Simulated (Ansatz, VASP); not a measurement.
**One calculation of TiSi2, two programs**

```
CELL_PARAMETERS angstrom
-1.45297 1.68899 4.15516
1.45297 -1.68899 4.15516
1.45297 1.68899 -4.15516
ATOMIC_POSITIONS crystal
Ti 0.00000 0.00000 0.00000
Si 0.67008 0.67008 0.00000
Si 0.32992 0.32992 0.00000
```

Change from the starting cell: volume scaled by 0.96.

Alike in both runs: task single point; functional PBE; k mesh 12 × 12 × 12; occupations fermi-dirac, width 0.05 eV; no spin polarisation.

|  | VASP | Ansatz |
| --- | --- | --- |
| version | VASP 6.6.1 | Ansatz 0.2.0 |
| potentials or method | VASP PAW PBE potentials, release 64 (Ti_sv, Si), cutoff 520 eV | all-electron LAPW, scalar-relativistic |

VASP gave:

| Property | Result |
| --- | --- |
| gap on the k mesh at the Fermi level (eV) | none |
| pressure (GPa) | 6.4 |
| traceless stress, the component that is largest in VASP (GPa) | -0.32 |
| rms of the force components (eV/Å) | 0.008 |

Task: Estimate Ansatz's values.

Result: gap on the k mesh at the Fermi level (eV): none; pressure (GPa): 6.5; traceless stress, the component that is largest in VASP (GPa): -0.31; rms of the force components (eV/Å): 0.008.

Atom by atom the forces differ by 0.001 eV/Å (rms over components). A gap of «none» marks a metal or a gap that the smearing closes. Ansatz ran all-electron here, and VASP with PAW potentials.
